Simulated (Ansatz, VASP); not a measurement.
Lu2ScN3: VASP beside Ansatz

Contents of INCAR:

```
SYSTEM = Lu2ScN3
PREC = Accurate
ENCUT = 600
EDIFF = 1E-6
ISMEAR = 0
SIGMA = 0.1
LREAL = .FALSE.
LASPH = .TRUE.
NELM = 60
ALGO = Normal
ISIF = 3
LWAVE = .FALSE.
LCHARG = .FALSE.
GGA = PE
IBRION = 2
NSW = 90
EDIFFG = -0.04
```

KPOINTS

```
regular mesh
0
G
  6 6 2
  0 0 0
```

File POSCAR:

```
Lu2ScN3
1.0
    4.1507613800      0.0000000000      0.0000000000
   -2.0753806900      3.5946648000      0.0000000000
    0.0000000000      0.0000000000      7.9069437300
Lu Sc N
2 1 3
Direct
    0.6666666700      0.3333333300      0.8199466100
    0.6666666700      0.3333333300      0.1800533900
    0.0000000000      0.0000000000      0.0000000000
    0.0000000000      0.0000000000      0.2174611200
    0.0000000000      0.0000000000      0.7825388800
    0.0000000000      0.0000000000      0.5000000000
```

Input for Ansatz:

```yaml
crystal:
  lattice:
    - [4.15076138, 0.0, 0.0]
    - [-2.07538069, 3.5946648, 0.0]
    - [0.0, 0.0, 7.90694373]
  atoms:
    - { symbol: Lu, position: [0.66666667, 0.33333333, 0.81994661] }
    - { symbol: Lu, position: [0.66666667, 0.33333333, 0.18005339] }
    - { symbol: Sc, position: [0.0, 0.0, 0.0] }
    - { symbol: "N", position: [0.0, 0.0, 0.21746112] }
    - { symbol: "N", position: [0.0, 0.0, 0.78253888] }
    - { symbol: "N", position: [0.0, 0.0, 0.5] }
basis:
  ecutwfc: 420
kpoints:
  mp_grid: { grid: [6, 6, 2] }
hamiltonian:
  xc: pbe
scf:
  occupations: { method: gaussian, width: 0.1 }
  lower_state_search: "off"
output:
  forces: true
  stress: true
  eigenvalues: true
relax:
  adjacent_minimum: "off"
  f_tol: 0.04
  max_steps: 70
  cell: { stress_tol: 0.4 }
```

Alike in both runs: task relaxation of cell and atoms; functional PBE; k mesh 6 × 6 × 2; occupations gaussian, width 0.1 eV; no spin polarisation.

```csv
,VASP,Ansatz
version,VASP 6.6.1,Ansatz 0.2.0
potentials or method,"VASP PAW PBE potentials, release 64 (Lu, Sc_sv, N), cutoff 600 eV","scalar-relativistic, plane waves, PAW"
valence electrons in the cell,76,76
```

VASP gave:

| Property | Result |
| --- | --- |
| gap on the k mesh at the Fermi level, each at its own relaxed structure (eV) | none |
| relaxed volume (Å³/atom) | 15.76 |
| relaxed length of the cell vector where the two differ most in proportion (Å) | 3.457 |

**Question.** Estimate Ansatz's values.

**Answer.** gap on the k mesh at the Fermi level, each at its own relaxed structure (eV): none; relaxed volume (Å³/atom): 15.67; relaxed length of the cell vector where the two differ most in proportion (Å): 3.449.

A gap of «none» marks a metal or a gap that the smearing closes.

The k mesh is coarse, so the values compare programs but aren't converged. Neither program's run includes spin-orbit coupling. Noted on VASP's run: the volume moved by over 15 % at a fixed basis, so the end points are rough.
